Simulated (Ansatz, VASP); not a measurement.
Si5S in VASP and in Ansatz

Contents of INCAR:

```
SYSTEM = Si5S
PREC = Accurate ; ENCUT = 520
EDIFF = 1E-7 ; ISMEAR = 0
SIGMA = 0.1 ; LREAL = .False.
LASPH = .True. ; NELM = 100
ALGO = Normal ; ISIF = 2
LWAVE = .False. ; LCHARG = .False.
GGA = PE ; NBANDS = 38
```

File KPOINTS:

```
regular mesh
0
Gamma
  4 4 2
  0 0 0
```

POSCAR

```
Si5S
1.0
    4.7879984354      0.0000000000      0.0000000000
    0.0000000000      4.7990820666      0.0000000000
    0.0000000000      0.0000000000      8.2018930300
Si S
10 2
Direct
    0.2500000000      0.5000000000      0.2754501949
    0.7500000000      0.5000000000      0.7245498051
    0.7500000000      0.5000000000      0.3809069851
    0.2500000000      0.5000000000      0.9528282781
    0.2500000000      0.5000000000      0.6190930149
    0.7500000000      0.5000000000      0.0471717219
    0.7500000000      0.0000000000      0.4602859166
    0.2500000000      0.0000000000      0.8440909009
    0.2500000000      0.0000000000      0.5397140834
    0.7500000000      0.0000000000      0.1559090991
    0.7500000000      0.0000000000      0.7805257373
    0.2500000000      0.0000000000      0.2194742627
```

Input for Ansatz:

```yaml
crystal:
  lattice:
    - [4.7879984354, 0.0, 0.0]
    - [0.0, 4.7990820666, 0.0]
    - [0.0, 0.0, 8.20189303]
  atoms:
    - { symbol: Si, position: [0.25, 0.5, 0.2754501949] }
    - { symbol: Si, position: [0.75, 0.5, 0.7245498051] }
    - { symbol: Si, position: [0.75, 0.5, 0.3809069851] }
    - { symbol: Si, position: [0.25, 0.5, 0.9528282781] }
    - { symbol: Si, position: [0.25, 0.5, 0.6190930149] }
    - { symbol: Si, position: [0.75, 0.5, 0.0471717219] }
    - { symbol: Si, position: [0.75, 0.0, 0.4602859166] }
    - { symbol: Si, position: [0.25, 0.0, 0.8440909009] }
    - { symbol: Si, position: [0.25, 0.0, 0.5397140834] }
    - { symbol: Si, position: [0.75, 0.0, 0.1559090991] }
    - { symbol: S, position: [0.75, 0.0, 0.7805257373] }
    - { symbol: S, position: [0.25, 0.0, 0.2194742627] }
basis:
  ecutwfc: 420
kpoints:
  mp_grid: { grid: [4, 4, 2] }
hamiltonian:
  xc: pbe
scf:
  occupations: { method: gaussian, width: 0.1 }
  lower_state_search: "off"
output:
  forces: true
  stress: true
  eigenvalues: true
```

Change from the starting cell: the structure that the rattled cell fell into.

Alike in both runs: task single point; functional PBE; k mesh 4 × 4 × 2; occupations gaussian, width 0.1 eV; no spin polarisation.

|  | VASP | Ansatz |
| --- | --- | --- |
| version | VASP 6.6.1 | Ansatz 0.2.0 |
| potentials or method | VASP PAW PBE potentials, release 64 (Si, S), cutoff 520 eV | scalar-relativistic, plane waves, PAW |
| valence electrons in the cell | 52 | 52 |

Ansatz gave:

| Item | Value |
| --- | --- |
| gap on the k mesh at the Fermi level (eV) | none |
| pressure (GPa) | 0.0 |
| traceless stress, the component that is largest in VASP (GPa) | -0.76 |
| rms of the force components (eV/Å) | 0.084 |

Problem. Estimate VASP's values.

Solution. gap on the k mesh at the Fermi level (eV): none; pressure (GPa): -0.1; traceless stress, the component that is largest in VASP (GPa): -0.77; rms of the force components (eV/Å): 0.085.

Atom by atom the forces differ by 0.002 eV/Å (rms over components). A gap of «none» marks a metal or a gap that the smearing closes. With one functional, cell and mesh, what is left measures potentials, basis and numerics.

The k mesh is coarse, so the values compare programs but aren't converged.
